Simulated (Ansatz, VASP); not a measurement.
Ti3Si4Ni in VASP and in Ansatz

Contents of INCAR:

```
SYSTEM = Ti3Si4Ni
ALGO = Normal
EDIFF = 1E-6
ENCUT = 520
GGA = PE
ISIF = 2
ISMEAR = 0
LASPH = .TRUE.
LCHARG = .FALSE.
LREAL = .FALSE.
LWAVE = .FALSE.
NBANDS = 41
NELM = 60
PREC = Accurate
SIGMA = 0.2
```

KPOINTS

```
k-points
0
G
  6 6 4
  0 0 0
```

POSCAR

```
Ti3Si4Ni
1.0
   -3.6430016418      0.0000000000      0.0000000000
    0.0000000000      0.0000000000     -4.5968661261
    0.0000000000     -6.8348979068      0.0000000000
Ti Si Ni
3 4 1
Direct
    1.0000000000      0.9999961192      0.5000000000
    0.5000000000      0.5099704848      0.5000000000
    1.0000000000      0.8687990017      1.0000000000
    1.0000000000      0.3979497588      0.2246271972
    1.0000000000      0.3979497588      0.7753728028
    0.5000000000      0.0150495439      0.7539258277
    0.5000000000      0.0150495439      0.2460741723
    0.5000000000      0.3892357891      0.0000000000
```

Input for Ansatz:

```yaml
crystal:
  lattice:
    - [-3.6430016418, 0.0, 0.0]
    - [0.0, 0.0, -4.5968661261]
    - [0.0, -6.8348979068, 0.0]
  atoms:
    - { symbol: Ti, position: [1.0, 0.9999961192, 0.5] }
    - { symbol: Ti, position: [0.5, 0.5099704848, 0.5] }
    - { symbol: Ti, position: [1.0, 0.8687990017, 1.0] }
    - { symbol: Si, position: [1.0, 0.3979497588, 0.2246271972] }
    - { symbol: Si, position: [1.0, 0.3979497588, 0.7753728028] }
    - { symbol: Si, position: [0.5, 0.0150495439, 0.7539258277] }
    - { symbol: Si, position: [0.5, 0.0150495439, 0.2460741723] }
    - { symbol: Ni, position: [0.5, 0.3892357891, 0.0] }
basis:
  ecutwfc: 420
kpoints:
  mp_grid: { grid: [6, 6, 4] }
hamiltonian:
  xc: pbe
scf:
  occupations: { method: gaussian, width: 0.2 }
  lower_state_search: "off"
output:
  forces: true
  stress: true
  eigenvalues: true
```

Alike in both runs: task single point; functional PBE; k mesh 6 × 6 × 4; occupations gaussian, width 0.2 eV; no spin polarisation.

|  | VASP | Ansatz |
| --- | --- | --- |
| version | VASP 6.6.1 | Ansatz 0.2.0 |
| potentials or method | VASP PAW PBE potentials, release 64 (Ti_sv, Si, Ni), cutoff 520 eV | scalar-relativistic, plane waves, PAW |
| valence electrons in the cell | 62 | 70 |

Ansatz gave:

```
gap on the k mesh at the Fermi level (eV)                     : none
pressure (GPa)                                                : 0.1
traceless stress, the component that is largest in VASP (GPa) : 0.10
rms of the force components (eV/Å)                            : 0.010
```

What did VASP give for the same quantities?

gap on the k mesh at the Fermi level (eV): none; pressure (GPa): 0.1; traceless stress, the component that is largest in VASP (GPa): 0.15; rms of the force components (eV/Å): 0.010.

Atom by atom the forces differ by 0.003 eV/Å (rms over components). A gap of «none» marks a metal or a gap that the smearing closes. With one functional, cell and mesh, what is left measures potentials, basis and numerics. VASP's potentials hold 62 valence electrons a cell and Ansatz's 70, so a difference there can come from the potentials and not from the codes.
